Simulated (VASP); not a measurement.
# MoS2: single point with r2SCAN

MoS2, a slab with vacuum:

```
S Mo
1.0
     3.15176    0.00000    0.00000
    -1.57588    2.72951    0.00000
     0.00000    0.00000   44.35287
S Mo
4 2
Direct
  0.33333 0.66667 0.39638
  0.33333 0.66667 0.46703
  0.66667 0.33333 0.53297
  0.66667 0.33333 0.60362
  0.66667 0.33333 0.43172
  0.33333 0.66667 0.56828
```

- Program: VASP 6.6.1
- Task: single point
- Functional: r2SCAN
- Potentials or basis: VASP PAW PBE potentials, release 64 (S, Mo_sv)
- Cutoff: 520 eV
- k mesh: 12 × 12 × 1
- Occupations: gaussian, width 0.02 eV
- Spin: no spin polarisation
- Dipole correction: yes
- Further INCAR settings: ALGO = Normal; EDIFF = 1e-07; NBANDS = 35

- Largest force: 0.206 eV/Å
- Band gap on the k mesh: 1.34 eV, indirect (least direct gap 1.86 eV)

Forces on the atoms (eV/Å):
```
S    0.000  0.000  0.089
S    0.000  0.000 -0.206
S    0.000  0.000  0.206
S    0.000  0.000 -0.089
Mo   0.000  0.000 -0.080
Mo   0.000  0.000  0.080
```

Levels at points of the mesh, in eV from the valence-band top:
| k point | band 23 | band 24 | band 25 | band 26 | band 27 | band 28 | band 29 | band 30 |
| --- | --- | --- | --- | --- | --- | --- | --- | --- |
| (0.00, 0.00, 0.00) | -2.06 | -1.90 | -0.77 | 0.00 | 2.48 | 2.48 | 2.51 | 2.51 |
| (0.50, 0.00, 0.00) | -1.60 | -1.47 | -1.23 | -1.16 | 1.98 | 2.01 | 2.43 | 2.58 |

Run time: 18 min on 1 thread of Intel(R) Xeon(R) 6975P-C (Granite Rapids), on a shared host, peak memory 0.64 GiB.

Caveat: the PAW data sets were made with another functional, which shifts forces and pressure a little.
